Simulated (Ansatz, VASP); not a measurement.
**Two plane-wave programs on SiC**

Contents of INCAR:

```
SYSTEM = SiC
PREC = Accurate
ENCUT = 520
EDIFF = 1E-7
ISMEAR = 0
SIGMA = 0.05
LREAL = .FALSE.
LASPH = .TRUE.
NELM = 60
ALGO = Normal
ISIF = 2
LWAVE = .FALSE.
LCHARG = .FALSE.
GGA = PE
NBANDS = 11
```

KPOINTS

```
regular mesh
0
G
  10 10 10
  0 0 0
```

POSCAR

```
SiC
1.0
   -0.0328479614      2.1898640927      2.1898640927
    2.1570161313      0.0000000000      2.1570161313
    2.1898640927      2.1898640927     -0.0328479614
Si C
1 1
Direct
    0.0000000000      0.0000000000      0.0000000000
    0.7500000000      0.7500000000      0.7500000000
```

Input for Ansatz:

```yaml
crystal:
  lattice:
    - [-0.0328479614, 2.1898640927, 2.1898640927]
    - [2.1570161313, 0.0, 2.1570161313]
    - [2.1898640927, 2.1898640927, -0.0328479614]
  atoms:
    - { symbol: Si, position: [0.0, 0.0, 0.0] }
    - { symbol: C, position: [0.75, 0.75, 0.75] }
basis:
  ecutwfc: 420
kpoints:
  mp_grid: { grid: [10, 10, 10] }
hamiltonian:
  xc: pbe
scf:
  occupations: { method: gaussian, width: 0.05 }
output:
  forces: true
  stress: true
  eigenvalues: true
```

Change from the starting cell: strain -0.0300 x Voigt [0, 0, 0, 0, 1, 0], atoms carried along.

Alike in both runs: task single point; functional PBE; k mesh 10 × 10 × 10; occupations gaussian, width 0.05 eV; no spin polarisation.

|  | VASP | Ansatz |
| --- | --- | --- |
| version | VASP 6.6.1 | Ansatz 0.2.0 |
| potentials or method | VASP PAW PBE potentials, release 64 (Si, C), cutoff 520 eV | scalar-relativistic, plane waves, PAW |
| valence electrons in the cell | 8 | 8 |

```tsv
	VASP	Ansatz	Ansatz less VASP
gap on the k mesh at the Fermi level (eV)	1.25	1.25	+0.003
least direct gap on the mesh (eV)	4.26	4.26	+0.004
pressure (GPa)	0.2	0.3	+0.05
traceless stress, the component that is largest in VASP (GPa)	7.93	7.89	-0.033
rms of the force components (eV/Å)	0.131	0.131	+0.0002
```

Atom by atom the forces differ by 0.000 eV/Å (rms over components). With one functional, cell and mesh, what is left measures potentials, basis and numerics.
